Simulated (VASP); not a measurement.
A run of VASP 6.6.1 is set up as follows.

INCAR

```
PREC = Accurate
ENCUT = 500
EDIFF = 1E-6
ISMEAR = 0
SIGMA = 0.02
LREAL = False
LASPH = True
NELM = 120
ALGO = Normal
ISIF = 2
LWAVE = False
LCHARG = False
GGA = PE
NBANDS = 17
GGA_COMPAT = False
```

The input KPOINTS:

```
Automatic mesh
0
Gamma
  8 8 8
```

The input POSCAR:

```
TlBr
1.0
    3.8333526000      0.0000000000      0.0000000000
    0.0000000000      3.8333526000      0.0000000000
    0.0000000000      0.0000000000      3.8333526000
Tl Br
1 1
Direct
    0.0000000000      0.0000000000      0.0000000000
    0.5000000000      0.5000000000      0.5000000000
```

Potentials or basis: VASP PAW PBE potentials, release 64 (Tl_d, Br).

Run with:

```console
$ cat potpaw_PBE.64/Tl_d/POTCAR potpaw_PBE.64/Br/POTCAR > POTCAR
$ mpirun -np 1 vasp_std > vasp.out
```

Problem. Estimate the pressure.

Solution. 5.0 GPa.

Problem. Estimate the band gap on the k mesh.

Solution. 1.53 eV.

Caveat: the cell differs from its parent crystal (strained); the cell stands under pressure; spin-orbit coupling is left out, which moves the levels of the heavy elements. A k mesh can miss the band edges.
